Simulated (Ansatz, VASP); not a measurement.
# GaN in VASP and in Ansatz

```
Ga N
1.0
     3.18000    0.00000    0.00000
    -1.59000    2.75396    0.00000
     0.00000    0.00000    5.16600
Ga N
2 2
Direct
  0.66667 0.33333 0.50000
  0.33333 0.66667 0.00000
  0.66667 0.33333 0.87500
  0.33333 0.66667 0.37500
```

Alike in both runs: functional PBE0; k mesh 6 × 6 × 3; occupations fermi-dirac, width 0.05 eV; no spin polarisation.

|  | VASP | Ansatz |
| --- | --- | --- |
| version | VASP 6.6.1 | Ansatz 0.2.0 |
| potentials or method | VASP PAW PBE potentials, release 64 (Ga_d, N) | Ansatz PAW |
| plane-wave cutoff (eV) | 520 | 420 |
| valence electrons in the cell | 36 | 36 |
| task | single point | band structure |

Ansatz gave:

```
gap on the k mesh at the Fermi level (eV)                     : 3.93
least direct gap on the mesh (eV)                             : 3.93
pressure (GPa)                                                : 0.9
traceless stress, the component that is largest in VASP (GPa) : 1.12
rms of the force components (eV/Å)                            : 0.090
```

Q: Estimate VASP's values.

A: gap on the k mesh at the Fermi level (eV): 3.97; least direct gap on the mesh (eV): 3.97; pressure (GPa): 0.8; traceless stress, the component that is largest in VASP (GPa): 1.15; rms of the force components (eV/Å): 0.088.

Atom by atom the forces differ by 0.002 eV/Å (rms over components). With one functional, cell and mesh, what is left measures potentials, basis and numerics.
